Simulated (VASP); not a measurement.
# Ca in VASP: notebook, part 2 of 3

VASP 6.6.1. The steps go on from the part before.

### 3 Single point, PBE (volume scaled by 0.94)

INCAR reads:

```
PREC = Accurate ; ENCUT = 520
EDIFF = 1E-6 ; ISMEAR = -1
SIGMA = 0.05 ; LREAL = False
LASPH = True ; NELM = 60
ALGO = Normal ; ISIF = 2
LWAVE = False ; LCHARG = False
GGA = PE ; NBANDS = 17
```

KPOINTS reads:

```
regular mesh
0
Gamma
  8 8 4
```

POSCAR reads:

```
Ca
1.0
    3.8987527127      0.0000000000      0.0000000000
   -1.9493763563      3.3764188923      0.0000000000
    0.0000000000      0.0000000000      6.3869014288
Ca
2
Direct
    0.6666666667      0.3333333333      0.7500000000
    0.3333333333      0.6666666667      0.2500000000
```

Potentials or basis: VASP PAW PBE potentials, release 64 (Ca_sv).

Command:

```
$ cat potpaw_PBE.64/Ca_sv/POTCAR > POTCAR
$ mpirun -np 1 vasp_std > vasp.out
```

OUTCAR:

```text
PREC = Accurate
   ENCUT = 520
   EDIFF = 1E-6
   ISMEAR = -1
   LREAL = False
   LASPH = True
   NELM = 60
   ISIF = 2
   GGA = PE

 ion  position               nearest neighbor table
   1  0.667  0.333  0.750-
   2  0.333  0.667  0.250-

  LATTYP: Found a hexagonal cell.
 ALAT       =     3.8987527127
 C/A-ratio  =     1.6381909548

  Lattice vectors:

 A1 = (   3.8987527127,   0.0000000000,   0.0000000000)
 A2 = (  -1.9493763563,   3.3764188923,   0.0000000000)
 A3 = (   0.0000000000,   0.0000000000,   6.3869014288)

Analysis of symmetry for initial positions (statically):
=====================================================================
 Subroutine PRICEL returns:
 Original cell was already a primitive cell.

 Routine SETGRP: Setting up the symmetry group for a
 hexagonal supercell.

 Subroutine GETGRP returns: Found 24 space group operations
 (whereof 12 operations were pure point group operations)
 out of a pool of 24 trial point group operations.

The static configuration has the point symmetry D_3d.
 The point group associated with its full space group is D_6h.

Analysis of symmetry for dynamics (positions and initial velocities):
=====================================================================
 Subroutine PRICEL returns:
 Original cell was already a primitive cell.

 Routine SETGRP: Setting up the symmetry group for a
 hexagonal supercell.

 Subroutine GETGRP returns: Found 24 space group operations
 (whereof 12 operations were pure point group operations)
 out of a pool of 24 trial point group operations.

The dynamic configuration has the point symmetry D_3d.
 The point group associated with its full space group is D_6h.

 Subroutine INISYM returns: Found 24 space group operations
 (whereof 12 operations are pure point group operations),
[... 104 lines left out ...]
   POTIM  = 0.5000    time-step for ionic-motion
   TEBEG  =    0.0;   TEEND  =   0.0 temperature during run
   PSTRESS=    0.0 pullay stress
   NELECT =      20.0000    total number of electrons
   NUPDOWN=      -1.0000    fix difference up-down
   EMIN   =  10.00;   EMAX   =-10.00  energy-range for DOS
   EFERMI =   0.00;   METHOD = LEGACY
   ISMEAR =    -1;   SIGMA  =   0.05  broadening in eV -4-tet -1-fermi 0-gaus
   EFERMI_NEDOS =   21; number of points for ismear=-14 and -15
   IALGO  =     38    algorithm
   IMIX   =      4    mixing-type and parameters
     AMIX     =   0.40;   BMIX     =  1.00
     AMIX_MAG =   1.60;   BMIX_MAG =  1.00
  volume/ion in A,a.u.               =      42.04       283.69
  Fermi-wavevector in a.u.,A,eV,Ry     =   1.014365  1.916871 13.999518  1.028936
  Thomas-Fermi vector in A             =   2.147588
   LORBIT       =      0    0 simple, 1 ext, 2 COOP (PROOUT), +10 PAW based schemes
   GGA     = PE    functional components
   LHFCALC =     F    Hartree Fock is set to
   AEXX    =    0.0000 exact exchange contribution
   IVDW    =     0    specifies the selected vdW correction
   LEPSILON=     F    determine dielectric tensor
   LRPA    =     F    only Hartree local field effects (RPA)
 non-spin polarized calculation
  energy-cutoff  :      520.00
  volume of cell :       84.08
 maximum number of plane-waves:      2280
 NGX is ok and might be reduce to    30
   NGX = 15   NGY = 15   NGZ = 23

 number of electron      19.9999993 magnetization

 Free energy of the ion-electron system (eV)
  ---------------------------------------------------
  ext. energy  EPLUGINS =         0.00000000
  ---------------------------------------------------
  free energy    TOTEN  =        -3.86438272 eV

  energy without entropy =       -3.84882357  energy(sigma->0) =       -3.85660314

 E-fermi :   2.0125     XC(G=0):  -7.7473

 val. band max:        1.9216565771   @ k =   0.2500   0.0000   0.0000
 cond. band min:       2.0458656635   @ k =   0.2500   0.1250   0.0000
 fundamental gap:      0.1242090864
 Fermi energy:         2.0124891511

 k-point     1 :       0.0000    0.0000    0.0000
  band No.  band energies     occupation
      1     -40.0256      2.00000
      2     -40.0120      2.00000
      3     -21.0737      2.00000
      4     -20.9650      2.00000
      5     -20.9650      2.00000
      6     -20.9459      2.00000
[... 457 lines left out ...]
      4     -21.0643      2.00000
      5     -20.9777      2.00000
      6     -20.9777      2.00000
[... 9 lines left out ...]
     16       4.8781      0.00000
     17       5.8736      0.00000

 [... further k-points ...]
[... 5 lines left out ...]
  --------------------------------------------------------------------------------------
  -------------------------------------------------------------------------------------
  Total        0.0216317      0.0216317      0.2302705      0.0000000      0.0000000      0.0000000
  in kB        0.4122200      0.4122200      4.3881023      0.0000000      0.0000000      0.0000000
  external PRESSURE =       1.7375141 kB  Pullay stress =       0.0000000 kB

 VOLUME and BASIS-vectors are now :
 -----------------------------------------------------------------------------
  energy-cutoff  :      520.00
  volume of cell :       84.08
      direct lattice vectors                 reciprocal lattice vectors
     3.898752713  0.000000000  0.000000000     0.256492287  0.148085891  0.000000000
    -1.949376356  3.376418892  0.000000000     0.000000000  0.296171782  0.000000000
     0.000000000  0.000000000  6.386901429     0.000000000  0.000000000  0.156570445

 POSITION                                       TOTAL-FORCE (eV/Angst)
 -----------------------------------------------------------------------------------
      1.94938      1.12547      4.79018         0.000000     -0.000000      0.000000
     -0.00000      2.25095      1.59673        -0.000000      0.000000      0.000000
 -----------------------------------------------------------------------------------
    total drift:                               -0.000000      0.000000     -0.000000

  FREE ENERGIE OF THE ION-ELECTRON SYSTEM (eV)
  ---------------------------------------------------
  free  energy   TOTEN  =        -3.8643827189 eV

  energy  without entropy=       -3.8488235697  energy(sigma->0) =       -3.85660314
```

OSZICAR:

```text
N       E                     dE             d eps       ncg     rms          rms(c)
DAV:   1     0.167221459458E+03    0.16722E+03   -0.10035E+04  1020   0.106E+03
DAV:   2     0.528032865600E+01   -0.16194E+03   -0.16009E+03  1166   0.312E+02
DAV:   3    -0.358371629802E+01   -0.88640E+01   -0.87885E+01  1989   0.530E+01
DAV:   4    -0.387166507067E+01   -0.28795E+00   -0.28765E+00  1274   0.105E+01
DAV:   5    -0.388636640642E+01   -0.14701E-01   -0.14695E-01  1725   0.148E+00    0.306E+00
DAV:   6    -0.386959177298E+01    0.16775E-01   -0.25712E-02  1278   0.150E+00    0.186E+00
DAV:   7    -0.386515333781E+01    0.44384E-02   -0.34969E-02  1249   0.193E+00    0.134E-01
DAV:   8    -0.386434116664E+01    0.81217E-03   -0.36928E-03  1259   0.517E-01    0.217E-02
DAV:   9    -0.386437860725E+01   -0.37441E-04   -0.34381E-04  1799   0.788E-02    0.218E-02
DAV:  10    -0.386438564546E+01   -0.70382E-05   -0.40417E-05  1285   0.603E-02    0.118E-02
DAV:  11    -0.386438276399E+01    0.28815E-05   -0.42586E-06  1334   0.208E-02    0.380E-03
DAV:  12    -0.386438271893E+01    0.45059E-07   -0.14612E-07  1052   0.272E-03
   1 F= -.38643827E+01 E0= -.38566031E+01  d E =-.155591E-01
```

Run time: 17 s. Hardware: 1 thread of Intel Xeon 6975P-C (Granite Rapids), shared host; peak memory 0.2 GiB.

Results:

```yaml
Free_energy: -3.8644 eV
Pressure: 0.2 GPa
Band_gap_on_the_k_mesh: zero (band 10 reaches 2.29 eV, above the bottom of band 11 at 1.80 eV)
```

Stress tensor (GPa, compression positive):
```
0.04 0.00 0.00
0.00 0.04 0.00
0.00 0.00 0.44
```

(Continued in part 3 of 3.)
